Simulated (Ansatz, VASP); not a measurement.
## B4N3 in VASP and in Ansatz

```xyz
7
Lattice="4.8751 0.0000 0.0000 -2.4375 4.2220 0.0000 0.0000 0.0000 3.1885" Properties=species:S:1:pos:R:3 pbc="T T T"
B     2.4375    0.0678    0.0000
B     3.5976    2.0771    0.0000
B     1.2775    2.0771    0.0000
B     0.0000    0.0000    0.0000
N    -1.2221    3.5202    0.0000
N     1.2221    3.5202    0.0000
N     0.0000    1.4034    0.0000
```

Alike in both runs: task single point; functional PBE; k mesh 6 × 6 × 6; occupations gaussian, width 0.1 eV; collinear spin.

|  | VASP | Ansatz |
| --- | --- | --- |
| version | VASP 6.6.1 | Ansatz 0.2.0 |
| potentials or method | VASP PAW PBE potentials, release 64 (B, N), cutoff 520 eV | scalar-relativistic, plane waves, PAW |
| valence electrons in the cell | 27 | 27 |

|  | VASP | Ansatz | Ansatz less VASP |
| --- | --- | --- | --- |
| gap on the k mesh at the Fermi level (eV) | none | none | - |
| pressure (GPa) | -1.2 | -1.3 | -0.06 |
| traceless stress, the component that is largest in VASP (GPa) | 2.23 | 2.41 | +0.180 |
| rms of the force components (eV/Å) | 0.062 | 0.056 | -0.0054 |
| net moment per atom (μB) | 0.00 | 0.00 | 0.000 |

Atom by atom the forces differ by 0.005 eV/Å (rms over components). A gap of «none» marks a metal or a gap that the smearing closes. Ansatz's warnings: seeded moment not kept.
